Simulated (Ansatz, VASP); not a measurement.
# Rb: VASP beside Ansatz

File INCAR:

```
SYSTEM = Rb
ALGO = Normal
EDIFF = 1E-6
ENCUT = 520
GGA = PS
ISIF = 2
ISMEAR = 0
LASPH = .TRUE.
LCHARG = .FALSE.
LREAL = .FALSE.
LWAVE = .FALSE.
NBANDS = 20
NELM = 100
PREC = Accurate
SIGMA = 0.1
```

KPOINTS

```
k-points
0
G
  6 6 6
  0 0 0
```

Contents of POSCAR:

```
Rb
1.0
    2.6586843074      1.5349921005     12.8492544316
   -2.6586843074      1.5349921005     12.8492544316
    0.0000000000     -3.0699842012     12.8492544316
Rb
3
Direct
    0.0000000000      0.0000000000      0.0000000000
    0.2222200000      0.2222200000      0.2222200000
    0.7777800000      0.7777800000      0.7777800000
```

Input for Ansatz:

```yaml
crystal:
  lattice:
    - [2.6586843074, 1.5349921005, 12.8492544316]
    - [-2.6586843074, 1.5349921005, 12.8492544316]
    - [0.0, -3.0699842012, 12.8492544316]
  atoms:
    - { symbol: Rb, position: [0.0, 0.0, 0.0] }
    - { symbol: Rb, position: [0.22222, 0.22222, 0.22222] }
    - { symbol: Rb, position: [0.77778, 0.77778, 0.77778] }
basis:
  ecutwfc: 420
kpoints:
  mp_grid: { grid: [6, 6, 6] }
hamiltonian:
  xc: pbesol
scf:
  occupations: { method: gaussian, width: 0.1 }
  lower_state_search: "off"
output:
  forces: true
  stress: true
  eigenvalues: true
```

Alike in both runs: task single point; functional PBEsol; k mesh 6 × 6 × 6; occupations gaussian, width 0.1 eV; no spin polarisation.

|  | VASP | Ansatz |
| --- | --- | --- |
| version | VASP 6.6.1 | Ansatz 0.2.0 |
| potentials or method | VASP PAW PBE potentials, release 64 (Rb_sv), cutoff 520 eV | scalar-relativistic, plane waves, PAW |
| valence electrons in the cell | 27 | 27 |

|  | VASP | Ansatz | Ansatz less VASP |
| --- | --- | --- | --- |
| gap on the k mesh at the Fermi level (eV) | none | none | - |
| pressure (GPa) | -0.4 | -0.4 | 0.00 |

VASP's potentials were made for PBE, not for PBEsol. A gap of «none» marks a metal or a gap that the smearing closes.
